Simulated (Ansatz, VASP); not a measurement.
# One calculation of Ag2Sn, two programs

The input INCAR:

```
ALGO = Normal
EDIFF = 1E-7
ENCUT = 520
GGA = PE
ISIF = 2
ISMEAR = 0
LASPH = T
LCHARG = F
LREAL = F
LWAVE = F
NBANDS = 25
NELM = 60
PREC = Accurate
SIGMA = 0.1
```

KPOINTS

```
k-points
0
Gamma
  6 6 6
```

The input POSCAR:

```
Ag2Sn
1.0
    0.0000000000      3.1657038778      3.1657038778
    3.1657038778      0.0000000000      3.1657038778
    3.1657038778      3.1657038778      0.0000000000
Ag Sn
2 1
Direct
    0.2500000000      0.2500000000      0.2500000000
    0.7500000000      0.7500000000      0.7500000000
    0.0000000000      0.0000000000      0.0000000000
```

Input for Ansatz:

```yaml
crystal:
  lattice:
    - [0.0, 3.1657038778, 3.1657038778]
    - [3.1657038778, 0.0, 3.1657038778]
    - [3.1657038778, 3.1657038778, 0.0]
  atoms:
    - { symbol: Ag, position: [0.25, 0.25, 0.25] }
    - { symbol: Ag, position: [0.75, 0.75, 0.75] }
    - { symbol: Sn, position: [0.0, 0.0, 0.0] }
basis:
  ecutwfc: 420
kpoints:
  mp_grid: { grid: [6, 6, 6] }
hamiltonian:
  xc: pbe
scf:
  occupations: { method: gaussian, width: 0.1 }
  lower_state_search: "off"
output:
  forces: true
  stress: true
  eigenvalues: true
```

Alike in both runs: task single point; functional PBE; k mesh 6 × 6 × 6; occupations gaussian, width 0.1 eV; no spin polarisation.

|  | VASP | Ansatz |
| --- | --- | --- |
| version | VASP 6.6.1 | Ansatz 0.2.0 |
| potentials or method | VASP PAW PBE potentials, release 64 (Ag, Sn_d), cutoff 520 eV | scalar-relativistic, plane waves, PAW |
| valence electrons in the cell | 36 | 52 |

```csv
,VASP,Ansatz,Ansatz less VASP
gap on the k mesh at the Fermi level (eV),none,none,-
pressure (GPa),8.0,8.0,+0.03
```

A gap of «none» marks a metal or a gap that the smearing closes. The functional is the same, so the differences come from potentials, cutoffs and numerics. VASP's potentials hold 36 valence electrons a cell and Ansatz's 52, so a difference there can come from the potentials and not from the codes.
